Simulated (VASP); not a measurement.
# Li2RhN2 (P-3m1) in VASP: notebook

The runs below take Li2RhN2 through single point, with PBEsol.

All numbers are computed with VASP 6.6.1; they aren't measurements. Logs are shortened: lines on timing, memory, paths and dates and some standing lists are left out, and cuts for length are marked.

### 1 The cell of the first run

Symmetry: P-3m1, No. 164, trigonal system. The conventional cell has a = 3.221 Å, b = 3.221 Å, c = 5.076 Å, α = 90.00°, β = 90.00°, γ = 120.00°. Within 2.7 Å of Li (site symmetry 3m) lie 4 N at 2.00 to 2.21 Å and 3 Li at 2.38 Å and 3 Rh at 2.59 Å. Within 2.8 Å of Rh (site symmetry -3m) lie 6 N at 2.14 Å and 6 Li at 2.59 Å. Within 2.7 Å of N (site symmetry 3m) lie 4 Li at 2.00 to 2.21 Å and 3 Rh at 2.14 Å.

### 2 Single point, PBEsol

File INCAR:

```
PREC = Accurate
ENCUT = 520
EDIFF = 1E-6
ISMEAR = 1
SIGMA = 0.05
LREAL = F
LASPH = T
NELM = 100
ALGO = Normal
ISIF = 2
LWAVE = F
LCHARG = T
GGA = PS
LELF = T
LVHAR = T
NBANDS = 24
```

File KPOINTS:

```
regular mesh
0
Gamma
  7 7 4
```

File POSCAR:

```
Li2RhN2
1.0
    3.2214626400      0.0000000000      0.0000000000
   -1.6107313200      2.7898684800      0.0000000000
    0.0000000000      0.0000000000      5.0759660500
Li Rh N
2 1 2
Direct
    0.6666666667      0.3333333333      0.3544900000
    0.3333333333      0.6666666667      0.6455100000
    0.0000000000      0.0000000000      0.0000000000
    0.6666666667      0.3333333333      0.7906920000
    0.3333333333      0.6666666667      0.2093080000
```

Potentials or basis: VASP PAW PBE potentials, release 64 (Li_sv, Rh_pv, N).

Run with:

```
$ cat potpaw_PBE.64/Li_sv/POTCAR potpaw_PBE.64/Rh_pv/POTCAR potpaw_PBE.64/N/POTCAR > POTCAR
$ mpirun -np 1 vasp_std > vasp.out
```

OUTCAR:

```text
PREC = Accurate
   ENCUT = 520
   EDIFF = 1E-6
   ISMEAR = 1
   LREAL = F
   LASPH = T
   NELM = 100
   ISIF = 2
   GGA = PS

 ion  position               nearest neighbor table
   1  0.667  0.333  0.354-   5 2.00   5 2.00   5 2.00   2 2.38   2 2.38   2 2.38   3 2.59   3 2.59
                             3 2.59
   2  0.333  0.667  0.646-   4 2.00   4 2.00   4 2.00   1 2.38   1 2.38   1 2.38   3 2.59   3 2.59
                             3 2.59
   3  0.000  0.000  0.000-   5 2.14   4 2.14   5 2.14   4 2.14   4 2.14   5 2.14   2 2.59   1 2.59
                             2 2.59   1 2.59   2 2.59   1 2.59
   4  0.667  0.333  0.791-   2 2.00   2 2.00   2 2.00   3 2.14   3 2.14   3 2.14
   5  0.333  0.667  0.209-   1 2.00   1 2.00   1 2.00   3 2.14   3 2.14   3 2.14

  LATTYP: Found a hexagonal cell.
 ALAT       =     3.2214626400
 C/A-ratio  =     1.5756712454

  Lattice vectors:

 A1 = (   3.2214626400,   0.0000000000,   0.0000000000)
 A2 = (  -1.6107313200,   2.7898684800,   0.0000000000)
 A3 = (   0.0000000000,   0.0000000000,   5.0759660500)

Analysis of symmetry for initial positions (statically):
=====================================================================
 Subroutine PRICEL returns:
 Original cell was already a primitive cell.

 Routine SETGRP: Setting up the symmetry group for a
 hexagonal supercell.

 Subroutine GETGRP returns: Found 12 space group operations
 (whereof 12 operations were pure point group operations)
 out of a pool of 24 trial point group operations.

The static configuration has the point symmetry D_3d.

Analysis of symmetry for dynamics (positions and initial velocities):
=====================================================================
 Subroutine PRICEL returns:
 Original cell was already a primitive cell.

 Routine SETGRP: Setting up the symmetry group for a
 hexagonal supercell.

 Subroutine GETGRP returns: Found 12 space group operations
 (whereof 12 operations were pure point group operations)
 out of a pool of 24 trial point group operations.

The dynamic configuration has the point symmetry D_3d.

 Subroutine INISYM returns: Found 12 space group operations
 (whereof 12 operations are pure point group operations),
 and found     1 'primitive' translations

----------------------------------------------------------------------------------------

                                     Primitive cell

  volume of cell :      45.6200

  direct lattice vectors                    reciprocal lattice vectors
     3.221462640  0.000000000  0.000000000     0.310418003  0.179219918  0.000000000
    -1.610731320  2.789868480  0.000000000     0.000000000  0.358439836  0.000000000
     0.000000000  0.000000000  5.075966050     0.000000000  0.000000000  0.197006834

  length of vectors
     3.221462640  3.221462637  5.075966050     0.358439835  0.358439836  0.197006834

  position of ions in fractional coordinates (direct lattice)
     0.666666667  0.333333333  0.354490000
     0.333333333  0.666666667  0.645510000
     0.000000000  0.000000000  0.000000000
     0.666666667  0.333333333  0.790692000
     0.333333333  0.666666667  0.209308000

  ion indices of the primitive-cell ions
   primitive index   ion index
                 1           1
                 2           2
                 3           3
                 4           4
                 5           5

----------------------------------------------------------------------------------------

 KPOINTS: regular mesh

Automatic generation of k-mesh.
 Grid dimensions read from file:
 generate k-points for:    7    7    4

 Generating k-lattice:

  Cartesian coordinates                     Fractional coordinates (reciprocal lattice)
     0.044345429  0.025602845  0.000000000     0.142857143 -0.000000000  0.000000000
     0.000000000  0.051205691  0.000000000     0.000000000  0.142857143  0.000000000
     0.000000000  0.000000000  0.049251708     0.000000000  0.000000000  0.250000000

  Length of vectors
     0.051205691  0.051205691  0.049251708

  Shift w.r.t. Gamma in fractional coordinates (k-lattice)
     0.000000000  0.000000000  0.000000000

 Subroutine IBZKPT returns following result:
 ===========================================

 Found     28 irreducible k-points:

 Following reciprocal coordinates:
            Coordinates               Weight
  0.000000  0.000000  0.000000      1.000000
  0.142857 -0.000000  0.000000      6.000000
  0.285714 -0.000000  0.000000      6.000000
  0.428571  0.000000  0.000000      6.000000
  0.142857  0.142857  0.000000      6.000000
  0.285714  0.142857  0.000000     12.000000
[... 16 lines left out ...]
  0.285714 -0.000000  0.500000      6.000000
  0.428571  0.000000  0.500000      6.000000
 [... further k-points ...]
   k-points           NKPTS =     28   k-points in BZ     NKDIM =     28   number of bands    NBANDS=     24
   number of dos      NEDOS =    301   number of ions     NIONS =      5
   total plane-waves  NPLWV =  23040
   dimension x,y,z NGX =    24 NGY =   24 NGZ =   40
   dimension x,y,z NGXF=    48 NGYF=   48 NGZF=   80
   ions per type =               2   1   2
   NGX,Y,Z   is equivalent  to a cutoff of  12.39, 12.39, 13.10 a.u.
   NGXF,Y,Z  is equivalent  to a cutoff of  24.77, 24.77, 26.20 a.u.
 SYSTEM =  unknown system
   PREC   = accura    normal or accurate (medium, high low for compatibility)
   ISTART =      0    job   : 0-new  1-cont  2-samecut
   ICHARG =      2    charge: 1-file 2-atom 10-const
   ISPIN  =      1    spin polarized calculation?
   LNONCOLLINEAR =      F non collinear calculations
   LSORBIT =      F    spin-orbit coupling
   LASPH  =      T    aspherical Exc in radial PAW
   ENCUT  =  520.0 eV  38.22 Ry    6.18 a.u.   5.99  5.99  9.44*2*pi/ulx,y,z
   NELM   =    100;   NELMIN=  2; NELMDL= -5     # of ELM steps
   EDIFF  = 0.1E-05   stopping-criterion for ELM
   LREAL  =      F    real-space projection
   EDIFFG = 0.1E-04   stopping-criterion for IOM
   NSW    =      0    number of steps for IOM
   IBRION =     -1    ionic relax: 0-MD 1-quasi-New 2-CG
   NFREE  =      0    steps in history (QN), initial steepest desc. (CG)
   ISIF   =      2    stress and relaxation
   ISYM   =      2    0-nonsym 1-usesym 2-fastsym
   POTIM  = 0.5000    time-step for ionic-motion
   TEBEG  =    0.0;   TEEND  =   0.0 temperature during run
   PSTRESS=    0.0 pullay stress
   NELECT =      31.0000    total number of electrons
   NUPDOWN=      -1.0000    fix difference up-down
   EMIN   =  10.00;   EMAX   =-10.00  energy-range for DOS
   EFERMI =   0.00;   METHOD = LEGACY
   ISMEAR =     1;   SIGMA  =   0.05  broadening in eV -4-tet -1-fermi 0-gaus
   EFERMI_NEDOS =   21; number of points for ismear=-14 and -15
   IALGO  =     38    algorithm
   IMIX   =      4    mixing-type and parameters
     AMIX     =   0.40;   BMIX     =  1.00
     AMIX_MAG =   1.60;   BMIX_MAG =  1.00
  volume/ion in A,a.u.               =       9.12        61.57
  Fermi-wavevector in a.u.,A,eV,Ry     =   1.439274  2.719834 28.184609  2.071510
  Thomas-Fermi vector in A             =   2.558148
   LORBIT       =      0    0 simple, 1 ext, 2 COOP (PROOUT), +10 PAW based schemes
   GGA     = PS    functional components
   LHFCALC =     F    Hartree Fock is set to
   AEXX    =    0.0000 exact exchange contribution
   IVDW    =     0    specifies the selected vdW correction
   LEPSILON=     F    determine dielectric tensor
   LRPA    =     F    only Hartree local field effects (RPA)
 non-spin polarized calculation
 Methfessel and Paxton  Order N= 1 SIGMA  =   0.05
  energy-cutoff  :      520.00
  volume of cell :       45.62
 maximum number of plane-waves:      1246
   NGX = 11   NGY = 11   NGZ = 19

 number of electron      31.0000018 magnetization

 Free energy of the ion-electron system (eV)
  ---------------------------------------------------
  ext. energy  EPLUGINS =         0.00000000
  ---------------------------------------------------
  free energy    TOTEN  =       -29.99722194 eV

  energy without entropy =      -29.99768858  energy(sigma->0) =      -29.99737749

 E-fermi :   6.2229     XC(G=0): -11.6861

 val. band max:        6.1531625182   @ k =   0.2857  -0.0000   0.0000
 cond. band min:       6.2558072470   @ k =   0.2857   0.2857   0.2500
 fundamental gap:      0.1026447288
 Fermi energy:         6.2229370415

 k-point     1 :       0.0000    0.0000    0.0000
  band No.  band energies     occupation
      1     -40.5709      2.00000
      2     -40.5458      2.00000
      3     -40.5458      2.00000
      4     -37.8646      2.00000
      5     -37.7229      2.00000
      6      -8.7915      2.00000
[... 16 lines left out ...]
     23      17.2949      0.00000
     24      19.4173      0.00000

 k-point     2 :       0.1429   -0.0000    0.0000
  band No.  band energies     occupation
      1     -40.5676      2.00000
      2     -40.5642      2.00000
      3     -40.5501      2.00000
      4     -37.8557      2.00000
      5     -37.7276      2.00000
      6      -8.5673      2.00000
[... 16 lines left out ...]
     23      17.7380      0.00000
     24      19.0057      0.00000

 k-point     3 :       0.2857   -0.0000    0.0000
  band No.  band energies     occupation
      1     -40.6055      2.00000
      2     -40.5599      2.00000
      3     -40.5598      2.00000
      4     -37.8335      2.00000
      5     -37.7411      2.00000
      6      -8.0265      2.00000
[... 16 lines left out ...]
     23      17.3950      0.00000
     24      18.1838      0.00000
[... 514 lines left out ...]
 k-point    23 :       0.2857   -0.0000    0.5000
  band No.  band energies     occupation
      1     -40.6054      2.00000
      2     -40.5602      2.00000
      3     -40.5598      2.00000
      4     -37.8320      2.00000
      5     -37.7423      2.00000
      6      -7.9635      2.00000
[... 16 lines left out ...]
     23      17.5681      0.00000
     24      18.7328      0.00000

 k-point    24 :       0.4286    0.0000    0.5000
  band No.  band energies     occupation
      1     -40.6381      2.00000
      2     -40.5676      2.00000
      3     -40.5540      2.00000
      4     -37.8113      2.00000
      5     -37.7563      2.00000
      6      -7.6314      2.00000
[... 16 lines left out ...]
     23      17.5501      0.00000
     24      19.3469      0.00000

 [... further k-points ...]
[... 5 lines left out ...]
  --------------------------------------------------------------------------------------
  -------------------------------------------------------------------------------------
  Total       -2.6398140     -2.6398140     -1.7837434     -0.0000000      0.0000000      0.0000000
  in kB      -92.7103837    -92.7103835    -62.6451452     -0.0000000      0.0000000      0.0000000
  external PRESSURE =     -82.6886375 kB  Pullay stress =       0.0000000 kB

 VOLUME and BASIS-vectors are now :
 -----------------------------------------------------------------------------
  energy-cutoff  :      520.00
  volume of cell :       45.62
      direct lattice vectors                 reciprocal lattice vectors
     3.221462640  0.000000000  0.000000000     0.310418003  0.179219918  0.000000000
    -1.610731320  2.789868480  0.000000000     0.000000000  0.358439836  0.000000000
     0.000000000  0.000000000  5.075966050     0.000000000  0.000000000  0.197006834

 POSITION                                       TOTAL-FORCE (eV/Angst)
 -----------------------------------------------------------------------------------
      1.61073      0.92996      1.79938        -0.000000      0.000000     -0.106818
     -0.00000      1.85991      3.27659         0.000000      0.000000      0.106818
      0.00000      0.00000      0.00000         0.000000      0.000000     -0.000000
      1.61073      0.92996      4.01353        -0.000000      0.000000      0.428851
     -0.00000      1.85991      1.06244         0.000000     -0.000000     -0.428851
 -----------------------------------------------------------------------------------
    total drift:                                0.000000     -0.000000      0.000000

  FREE ENERGIE OF THE ION-ELECTRON SYSTEM (eV)
  ---------------------------------------------------
  free  energy   TOTEN  =       -29.9972219448 eV

  energy  without entropy=      -29.9976885835  energy(sigma->0) =      -29.99737749
```

Run time: 28 s. Hardware: 1 thread of Intel Xeon Platinum 8259CL at 2.50GHz (Skylake/Cascade Lake), shared host; peak memory 0.17 GiB.

Results:

```
Free energy   : -29.9972 eV
Largest force : 0.429 eV/Å
```

Forces on the atoms (eV/Å):
```
Li   0.000  0.000 -0.107
Li   0.000  0.000  0.107
Rh   0.000  0.000  0.000
N    0.000  0.000  0.429
N    0.000  0.000 -0.429
```

Caveat: the cutoff is under 1.25 times the usual one of these potentials, so pressure, stress and relaxed cells hold a basis-set (Pulay) error; the PAW data sets were made with another functional, which shifts forces and pressure a little.

[end of part 1 of 2]
